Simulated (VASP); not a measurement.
# Au (P1) in VASP: single point with PBE

Aim: the single point of Au with PBE.

All numbers are computed with VASP 6.6.1; they aren't measurements. Logs are shortened: lines on timing, memory, paths and dates and some standing lists are left out, and cuts for length are marked.

### Step 1. The cell of the first run

The typed cell holds 4 atoms: a = 5.800 Å, b = 2.900 Å, c = 4.880 Å, α = 90.00°, β = 90.00°, γ = 120.00°.

### Step 2. Single point, PBE

Input file INCAR:

```
PREC = Accurate ; ENCUT = 520
EDIFF = 1E-7 ; ISMEAR = -1
SIGMA = 0.08 ; LREAL = F
LASPH = T ; NELM = 100
ALGO = Normal ; ISIF = 2
LWAVE = F ; LCHARG = T
GGA = PE ; LELF = T
LVHAR = T ; NBANDS = 30
```

Input file KPOINTS:

```
Automatic mesh
0
Gamma
  4 7 4
```

Input file POSCAR:

```
Au
1.0
    5.8000000000      0.0000000000      0.0000000000
   -1.4500000000      2.5114736710      0.0000000000
    0.0000000000      0.0000000000      4.8800000000
Au
4
Direct
    0.1602599187      0.6687141575      0.7446047131
    0.6681499798      0.6718406088      0.7451922131
    0.3347676621      0.3067382346      0.2676668033
    0.8352544623      0.3480530217      0.2456395492
```

Potentials or basis: VASP PAW PBE potentials, release 64 (Au).

Run with:

```sh
$ cat potpaw_PBE.64/Au/POTCAR > POTCAR
$ mpirun -np 1 vasp_std > vasp.out
```

OUTCAR:

```text
PREC = Accurate
   ENCUT = 520
   EDIFF = 1E-7
   ISMEAR = -1
   LREAL = F
   LASPH = T
   NELM = 100
   ISIF = 2
   GGA = PE

 ion  position               nearest neighbor table
   1  0.160  0.669  0.745-   3 2.83   2 2.86   2 2.87   2 2.93   4 2.93   3 2.93   4 2.94   2 2.94
                             3 3.02   3 3.12
   2  0.668  0.672  0.745-   1 2.86   3 2.87   1 2.87   1 2.93   1 2.94   4 2.95   4 2.95   4 2.97
                             4 2.97   3 3.05
   3  0.335  0.307  0.268-   1 2.83   4 2.84   4 2.85   2 2.87   1 2.93   4 2.96   4 2.96   1 3.02
                             2 3.05   1 3.12
   4  0.835  0.348  0.246-   3 2.84   3 2.85   1 2.93   1 2.94   2 2.95   2 2.95   3 2.96   3 2.96
                             2 2.97   2 2.97

  Warning from LATTYP: Monoclinic adjustment (A1->A3, A2->A1, A3->A2)!
  LATTYP: Found a simple orthorhombic cell.
 ALAT       =     2.9000000000
 B/A-ratio  =     1.6827586207
 C/A-ratio  =     1.7320508076

  Lattice vectors:

 A1 = (  -1.4500000000,   2.5114736710,   0.0000000000)
 A2 = (   0.0000000000,   0.0000000000,   4.8800000000)
 A3 = (   4.3500000000,   2.5114736710,   0.0000000000)

Analysis of symmetry for initial positions (statically):
=====================================================================
 Subroutine PRICEL returns:
 Original cell was already a primitive cell.

 Routine SETGRP: Setting up the symmetry group for a
 simple orthorhombic supercell.

 Subroutine GETGRP returns: Found  1 space group operations
 (whereof  1 operations were pure point group operations)
 out of a pool of  8 trial point group operations.

The static configuration has the point symmetry C_1 .

Analysis of symmetry for dynamics (positions and initial velocities):
=====================================================================
 Subroutine PRICEL returns:
 Original cell was already a primitive cell.

 Routine SETGRP: Setting up the symmetry group for a
 simple orthorhombic supercell.

 Subroutine GETGRP returns: Found  1 space group operations
 (whereof  1 operations were pure point group operations)
 out of a pool of  8 trial point group operations.

The dynamic configuration has the point symmetry C_1 .

 Subroutine INISYM returns: Found  1 space group operations
 (whereof  1 operations are pure point group operations),
 and found     1 'primitive' translations

----------------------------------------------------------------------------------------

                                     Primitive cell

  volume of cell :      71.0848

  direct lattice vectors                    reciprocal lattice vectors
     5.800000000  0.000000000  0.000000000     0.172413793  0.099543150  0.000000000
    -1.450000000  2.511473671  0.000000000     0.000000000  0.398172599  0.000000000
     0.000000000  0.000000000  4.880000000     0.000000000  0.000000000  0.204918033

  length of vectors
     5.800000000  2.900000000  4.880000000     0.199086300  0.398172599  0.204918033

  position of ions in fractional coordinates (direct lattice)
     0.160259919  0.668714157  0.744604713
     0.668149980  0.671840609  0.745192213
     0.334767662  0.306738235  0.267666803
     0.835254462  0.348053022  0.245639549

  ion indices of the primitive-cell ions
   primitive index   ion index
                 1           1
                 2           2
                 3           3
                 4           4

----------------------------------------------------------------------------------------

 KPOINTS: Automatic mesh

Automatic generation of k-mesh.
 Grid dimensions read from file:
 generate k-points for:    4    7    4

 Generating k-lattice:

  Cartesian coordinates                     Fractional coordinates (reciprocal lattice)
     0.043103448  0.024885787  0.000000000     0.250000000  0.000000000  0.000000000
     0.000000000  0.056881800  0.000000000     0.000000000  0.142857143  0.000000000
     0.000000000  0.000000000  0.051229508     0.000000000  0.000000000  0.250000000

  Length of vectors
     0.049771575  0.056881800  0.051229508

  Shift w.r.t. Gamma in fractional coordinates (k-lattice)
     0.000000000  0.000000000  0.000000000

 -----------------------------------------------------------------------------
|                                                                             |
|           W    W    AA    RRRRR   N    N  II  N    N   GGGG   !!!           |
|           W    W   A  A   R    R  NN   N  II  NN   N  G    G  !!!           |
|           W    W  A    A  R    R  N N  N  II  N N  N  G       !!!           |
|           W WW W  AAAAAA  RRRRR   N  N N  II  N  N N  G  GGG   !            |
|           WW  WW  A    A  R   R   N   NN  II  N   NN  G    G                |
|           W    W  A    A  R    R  N    N  II  N    N   GGGG   !!!           |
|                                                                             |
|     Your reciprocal lattice and k-lattice belong to different lattice       |
|     classes:                                                                |
|                                                                             |
|        The reciprocal lattice is simple orthorhombic,                       |
|        whereas your k-lattice is simple monoclinic.                         |
|                                                                             |
|     Results are often still useful ...                                      |
|                                                                             |
 -----------------------------------------------------------------------------

 WARNING: IBZKPT: internal override: KBLOWUP is changed to .FALSE.
      ... skipping the blow-up phase ...

 Subroutine IBZKPT returns following result:
 ===========================================

 Found     58 irreducible k-points:

 Following reciprocal coordinates:
            Coordinates               Weight
  0.000000  0.000000  0.000000      1.000000
  0.250000  0.000000  0.000000      2.000000
  0.500000  0.000000  0.000000      1.000000
  0.000000  0.142857  0.000000      2.000000
  0.250000  0.142857  0.000000      2.000000
  0.500000  0.142857  0.000000      2.000000
[... 16 lines left out ...]
 -0.250000  0.142857  0.250000      2.000000
  0.000000  0.285714  0.250000      2.000000
 [... further k-points ...]
   k-points           NKPTS =     58   k-points in BZ     NKDIM =     58   number of bands    NBANDS=     30
   number of dos      NEDOS =    301   number of ions     NIONS =      4
   total plane-waves  NPLWV =  41472
   dimension x,y,z NGX =    48 NGY =   24 NGZ =   36
   dimension x,y,z NGXF=    96 NGYF=   48 NGZF=   72
   ions per type =               4
   NGX,Y,Z   is equivalent  to a cutoff of  13.76, 13.76, 12.26 a.u.
   NGXF,Y,Z  is equivalent  to a cutoff of  27.52, 27.52, 24.53 a.u.
 SYSTEM =  unknown system
   PREC   = accura    normal or accurate (medium, high low for compatibility)
   ISTART =      0    job   : 0-new  1-cont  2-samecut
   ICHARG =      2    charge: 1-file 2-atom 10-const
   ISPIN  =      1    spin polarized calculation?
   LNONCOLLINEAR =      F non collinear calculations
   LSORBIT =      F    spin-orbit coupling
   LASPH  =      T    aspherical Exc in radial PAW
   ENCUT  =  520.0 eV  38.22 Ry    6.18 a.u.  10.78  5.39  9.07*2*pi/ulx,y,z
   NELM   =    100;   NELMIN=  2; NELMDL= -5     # of ELM steps
   EDIFF  = 0.1E-06   stopping-criterion for ELM
   LREAL  =      F    real-space projection
   EDIFFG = 0.1E-05   stopping-criterion for IOM
   NSW    =      0    number of steps for IOM
   IBRION =     -1    ionic relax: 0-MD 1-quasi-New 2-CG
   NFREE  =      0    steps in history (QN), initial steepest desc. (CG)
   ISIF   =      2    stress and relaxation
   ISYM   =      2    0-nonsym 1-usesym 2-fastsym
   POTIM  = 0.5000    time-step for ionic-motion
   TEBEG  =    0.0;   TEEND  =   0.0 temperature during run
   PSTRESS=    0.0 pullay stress
   NELECT =      44.0000    total number of electrons
   NUPDOWN=      -1.0000    fix difference up-down
   EMIN   =  10.00;   EMAX   =-10.00  energy-range for DOS
   EFERMI =   0.00;   METHOD = LEGACY
   ISMEAR =    -1;   SIGMA  =   0.08  broadening in eV -4-tet -1-fermi 0-gaus
   EFERMI_NEDOS =   21; number of points for ismear=-14 and -15
   IALGO  =     38    algorithm
   IMIX   =      4    mixing-type and parameters
     AMIX     =   0.40;   BMIX     =  1.00
     AMIX_MAG =   1.60;   BMIX_MAG =  1.00
  volume/ion in A,a.u.               =      17.77       119.93
  Fermi-wavevector in a.u.,A,eV,Ry     =   1.395191  2.636528 26.484517  1.946557
  Thomas-Fermi vector in A             =   2.518667
   LORBIT       =      0    0 simple, 1 ext, 2 COOP (PROOUT), +10 PAW based schemes
   GGA     = PE    functional components
   LHFCALC =     F    Hartree Fock is set to
   AEXX    =    0.0000 exact exchange contribution
   IVDW    =     0    specifies the selected vdW correction
   LEPSILON=     F    determine dielectric tensor
   LRPA    =     F    only Hartree local field effects (RPA)
 non-spin polarized calculation
  energy-cutoff  :      520.00
  volume of cell :       71.08
 maximum number of plane-waves:      1938
 NGX is ok and might be reduce to    48
   NGX = 21   NGY = 11   NGZ = 19

 number of electron      44.0000003 magnetization

 Free energy of the ion-electron system (eV)
  ---------------------------------------------------
  ext. energy  EPLUGINS =         0.00000000
  ---------------------------------------------------
  free energy    TOTEN  =       -12.83674708 eV

  energy without entropy =      -12.80270854  energy(sigma->0) =      -12.81972781

 E-fermi :   8.7681     XC(G=0): -12.4623

 val. band max:        8.7656731121   @ k =   0.0000   0.1429   0.2500
 cond. band min:       8.7775871731   @ k =   0.0000  -0.2857   0.2500
 fundamental gap:      0.0119140610
 Fermi energy:         8.7681414487

 k-point     1 :       0.0000    0.0000    0.0000
  band No.  band energies     occupation
      1      -0.6389      2.00000
      2       1.7499      2.00000
      3       2.2742      2.00000
      4       2.3260      2.00000
      5       2.7845      2.00000
      6       4.1307      2.00000
[... 22 lines left out ...]
     29      19.0903      0.00000
     30      20.1040      0.00000
[... 728 lines left out ...]
  band No.  band energies     occupation
      1       1.6575      2.00000
      2       2.6962      2.00000
      3       2.7734      2.00000
      4       3.0514      2.00000
      5       3.2866      2.00000
      6       3.4707      2.00000
[... 22 lines left out ...]
     29      17.8830      0.00000
     30      19.0654      0.00000

 [... further k-points ...]
[... 5 lines left out ...]
  --------------------------------------------------------------------------------------
  -------------------------------------------------------------------------------------
  Total        0.9739196      0.7390876      1.2083869     -0.5478330     -0.1121951      0.0285467
  in kB       21.9511488     16.6582770     27.2358017    -12.3475936     -2.5287631      0.6434122
  external PRESSURE =      21.9484092 kB  Pullay stress =       0.0000000 kB

 VOLUME and BASIS-vectors are now :
 -----------------------------------------------------------------------------
  energy-cutoff  :      520.00
  volume of cell :       71.08
      direct lattice vectors                 reciprocal lattice vectors
     5.800000000  0.000000000  0.000000000     0.172413793  0.099543150  0.000000000
    -1.450000000  2.511473671  0.000000000     0.000000000  0.398172599  0.000000000
     0.000000000  0.000000000  4.880000000     0.000000000  0.000000000  0.204918033

 POSITION                                       TOTAL-FORCE (eV/Angst)
 -----------------------------------------------------------------------------------
     -0.04013      1.67946      3.63367         0.240133      0.024135      0.500286
      2.90110      1.68731      3.63654        -0.185873     -0.026268      0.273339
      1.49688      0.77037      1.30621        -0.100759      0.202828     -0.612963
      4.33980      0.87413      1.19872         0.046499     -0.200694     -0.160662
 -----------------------------------------------------------------------------------
    total drift:                               -0.000002      0.000005     -0.000050

  FREE ENERGIE OF THE ION-ELECTRON SYSTEM (eV)
  ---------------------------------------------------
  free  energy   TOTEN  =       -12.8367470753 eV

  energy  without entropy=      -12.8027085446  energy(sigma->0) =      -12.81972781
```

Wall time 2.3 min (1 thread of Intel Xeon Platinum 8488C (Sapphire Rapids), shared host); peak memory 0.24 GiB.

What came out:

| Property | Result |
| --- | --- |
| Free energy | -12.8367 eV |
| Pressure | 2.2 GPa |
| Largest force | 0.653 eV/Å |
| Band gap on the k mesh | zero (bands 22 and 23 overlap by 3.73 eV) |

Forces in eV/Å, atoms in the order of the input:
```
Au   0.240  0.024  0.500
Au  -0.186 -0.026  0.273
Au  -0.101  0.203 -0.613
Au   0.046 -0.201 -0.161
```

Stress tensor (GPa, compression positive):
```
 2.20 -1.23  0.06
-1.23  1.67 -0.25
 0.06 -0.25  2.72
```

Caveat: spin-orbit coupling is left out, which moves the levels of the heavy elements.
